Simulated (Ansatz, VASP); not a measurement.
## One calculation of ZrGe4Mo, two programs

File INCAR:

```
ALGO     = Normal         # electronic algorithm
EDIFF    = 1E-7           # SCF threshold, eV
ENCUT    = 520            # plane-wave cutoff, eV
GGA      = PE             # functional
ISIF     = 2              # what is computed and relaxed
ISMEAR   = 0              # smearing method
LASPH    = T              # aspherical terms in the spheres
LCHARG   = F              # write CHGCAR
LREAL    = F              # projectors in reciprocal space
LWAVE    = F              # write WAVECAR
NBANDS   = 50             # bands
NELM     = 60             # most SCF steps
PREC     = Accurate       # precision mode
SIGMA    = 0.1            # smearing width, eV
```

File KPOINTS:

```
k-points
0
Gamma
  6 6 2
```

The input POSCAR:

```
ZrGe4Mo
1.0
    3.1072585100      0.0000000000      0.0000000000
   -1.5536292500      2.6909648000      0.0000000000
    0.0000000000      0.0000000000     12.3974460400
Zr Ge Mo
1 4 1
Direct
    0.6666666700      0.3333333300      0.5000000000
    0.3333333300      0.6666666700      0.6259580300
    0.0000000000      0.0000000000      0.8781179800
    0.0000000000      0.0000000000      0.1218820200
    0.3333333300      0.6666666700      0.3740419700
    0.6666666700      0.3333333300      0.0000000000
```

Input for Ansatz:

```yaml
crystal:
  lattice:
    - [3.10725851, 0.0, 0.0]
    - [-1.55362925, 2.6909648, 0.0]
    - [0.0, 0.0, 12.39744604]
  atoms:
    - { symbol: Zr, position: [0.66666667, 0.33333333, 0.5] }
    - { symbol: Ge, position: [0.33333333, 0.66666667, 0.62595803] }
    - { symbol: Ge, position: [0.0, 0.0, 0.87811798] }
    - { symbol: Ge, position: [0.0, 0.0, 0.12188202] }
    - { symbol: Ge, position: [0.33333333, 0.66666667, 0.37404197] }
    - { symbol: Mo, position: [0.66666667, 0.33333333, 0.0] }
basis:
  ecutwfc: 420
kpoints:
  mp_grid: { grid: [6, 6, 2] }
hamiltonian:
  xc: pbe
scf:
  occupations: { method: gaussian, width: 0.1 }
  lower_state_search: "off"
output:
  forces: true
  stress: true
  eigenvalues: true
```

Change from the starting cell: species swapped into the TaWSe4 type (P-6m2, No. 187).

Alike in both runs: task single point; functional PBE; k mesh 6 × 6 × 2; occupations gaussian, width 0.1 eV; no spin polarisation.

```csv
,VASP,Ansatz
version,VASP 6.6.1,Ansatz 0.2.0
potentials or method,"VASP PAW PBE potentials, release 64 (Zr_sv, Ge_d, Mo_sv), cutoff 520 eV","scalar-relativistic, plane waves, PAW"
valence electrons in the cell,82,82
```

Ansatz gave:

- gap on the k mesh at the Fermi level (eV): none
- rms of the force components (eV/Å): 2.925

Q: Estimate VASP's values.

A: gap on the k mesh at the Fermi level (eV): none; rms of the force components (eV/Å): 2.948.

Atom by atom the forces differ by 0.024 eV/Å (rms over components). A gap of «none» marks a metal or a gap that the smearing closes.

The k mesh is coarse, so the values compare programs but aren't converged.
